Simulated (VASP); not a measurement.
**Mg3Cd5O8: single point with PBEsol**

Mg3Cd5O8:

```
Mg Cd O
1.0
    -4.52199    4.52199    0.00000
    -4.52199    0.00000    4.52199
     0.02699    4.54898    4.54898
Mg Cd O
3 5 8
Cartesian
  0.0000 0.0000 0.0000
  -2.2610 2.2610 0.0000
  -2.2610 0.0000 2.2610
  0.0135 2.2745 2.2745
  -4.5220 2.2610 2.2610
  -2.2475 4.5355 2.2745
  -2.2475 2.2745 4.5355
  -4.5085 4.5355 4.5355
  -6.7618 6.9033 6.9033
  -4.4017 4.5431 6.9033
  -4.4017 6.9033 4.5431
  -6.8572 4.4478 4.4478
  -2.1598 4.6232 4.6232
  -4.6153 2.1676 4.5278
  -4.6153 4.5278 2.1676
  -2.2551 2.1676 2.1676
```

```
Program             : VASP 6.6.1
Task                : single point
Functional          : PBEsol
Potentials or basis : VASP PAW PBE potentials, release 64 (Mg, Cd, O)
Cutoff              : 520 eV
k mesh              : 9 × 9 × 9
Occupations         : gaussian, width 0.01 eV
Spin                : no spin polarisation
```

```yaml
Pressure: 1.0 GPa
Largest_force: 0.105 eV/Å
Band_gap_on_the_k_mesh: 0.16 eV
```

Forces in eV/Å, atoms in the order of the input:
```
Mg   0.000  0.000  0.000
Mg   0.000  0.000  0.000
Mg   0.000  0.000  0.000
Cd   0.000  0.000  0.000
Cd   0.000  0.000  0.000
Cd   0.000  0.000  0.000
Cd   0.000  0.000  0.000
Cd   0.000  0.000  0.000
O   -0.003  0.058  0.058
O    0.058 -0.003  0.058
O    0.058  0.058 -0.003
O   -0.061 -0.061 -0.061
O    0.061  0.061  0.061
O   -0.058 -0.058  0.003
O   -0.058  0.003 -0.058
O    0.003 -0.058 -0.058
```

Levels at points of the mesh, in eV from the valence-band top:
| k point | band 54 | band 55 | band 56 | band 57 | band 58 | band 59 | band 60 | band 61 |
| --- | --- | --- | --- | --- | --- | --- | --- | --- |
| (0.00, 0.00, 0.00) | -0.99 | -0.84 | 0.00 | 0.00 | 0.16 | 4.01 | 4.28 | 4.36 |

Wall time 48 min on 1 thread of Oxide Virtual Turin-like Processor, with other jobs on the host, peak memory 0.75 GiB.

Caveat: semilocal functionals underestimate gaps, and a narrow one can read as zero; the PAW data sets were made with another functional, which shifts forces and pressure a little. A k mesh can miss the band edges.
